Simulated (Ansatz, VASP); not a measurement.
**MgO in VASP and in Ansatz**

```
CELL_PARAMETERS angstrom
0.00000 2.13515 2.13515
2.13515 0.00000 2.13515
2.13515 2.13515 0.00000
ATOMIC_POSITIONS crystal
Mg 0.93853 0.93853 0.06147
O 0.50000 0.50000 0.50000
```

Change from the starting cell: all Mg atoms moved +0.263 Å, as atom 1 towards its neighbour atom 2 (O) at 2.135 Å.

Alike in both runs: task single point; functional PBE; k mesh 10 × 10 × 10; occupations gaussian, width 0.05 eV; no spin polarisation.

|  | VASP | Ansatz |
| --- | --- | --- |
| version | VASP 6.6.1 | Ansatz 0.2.0 |
| potentials or method | VASP PAW PBE potentials, release 64 (Mg, O), cutoff 520 eV | scalar-relativistic, plane waves, PAW |
| valence electrons in the cell | 8 | 16 |

|  | VASP | Ansatz | Ansatz less VASP |
| --- | --- | --- | --- |
| gap on the k mesh at the Fermi level (eV) | 4.33 | 4.34 | +0.017 |
| least direct gap on the mesh (eV) | 4.33 | 4.34 | +0.017 |
| pressure (GPa) | 4.1 | 4.7 | +0.62 |
| traceless stress, the component that is largest in VASP (GPa) | 15.27 | 15.06 | -0.218 |
| rms of the force components (eV/Å) | 1.068 | 1.053 | -0.0152 |

Atom by atom the forces differ by 0.015 eV/Å (rms over components). VASP's potentials hold 8 valence electrons a cell and Ansatz's 16, so a difference there can come from the potentials and not from the codes.
